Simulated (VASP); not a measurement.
Crystal: MnSb.

```
CELL_PARAMETERS angstrom
0.00000 2.55068 2.55068
2.55068 0.00000 2.55068
2.55068 2.55068 0.00000
ATOMIC_POSITIONS crystal
Mn 0.00000 0.00000 0.00000
Sb 0.50000 0.50000 0.50000
```

This cell differs from its parent crystal: volume scaled by 0.76.

Base run:

```yaml
Program: VASP 6.6.1
Functional: PBE
Potentials_or_basis: VASP PAW PBE potentials, release 64 (Mn_pv, Sb)
Cutoff: 520 eV
k_mesh: 12 × 12 × 12
Occupations: fermi-dirac, width 0.08 eV
Spin: collinear spin, ferromagnetic start
Starting_moments: "[4.0, 0.0] μB"
```

Its results: pressure 26.9 GPa.

The run is repeated on the same cell with these changes: spin from collinear spin, ferromagnetic start to no spin polarisation; further incar settings from ALGO = Normal; EDIFF = 1e-06; NBANDS = 20 to ALGO = Normal; EDIFF = 1e-06; NBANDS = 16. What comes out?

Pressure 11.5 GPa.

Caveats: a cell with one magnetic atom can't hold antiferromagnetic order, which such compounds often take (some runs).
